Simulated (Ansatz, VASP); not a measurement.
## Co in VASP and in Ansatz

```
Co
1.0
     4.06010    0.00000    0.00000
    -2.03005    3.51615    0.00000
     0.00000    0.00000    2.48867
Co
3
Direct
  0.00000 0.00000 0.00000
  0.33333 0.66667 0.50000
  0.66667 0.33333 0.50000
```

Alike in both runs: task single point; functional PBE; k mesh 11 × 11 × 15; occupations fermi-dirac, width 0.1 eV; no spin polarisation.

```csv
,VASP,Ansatz
version,VASP 6.6.1,Ansatz 0.2.0
potentials or method,"VASP PAW PBE potentials, release 64 (Co), cutoff 520 eV","plane waves (420 eV) with PAW, scalar-relativistic"
valence electrons in the cell,27,51
```

```csv
,VASP,Ansatz,Ansatz less VASP
pressure (GPa),-20.6,-20.6,-0.02
"traceless stress, the component that is largest in VASP (GPa)",1.00,1.10,+0.095
```

VASP's potentials hold 27 valence electrons a cell and Ansatz's 51, so a difference there can come from the potentials and not from the codes.
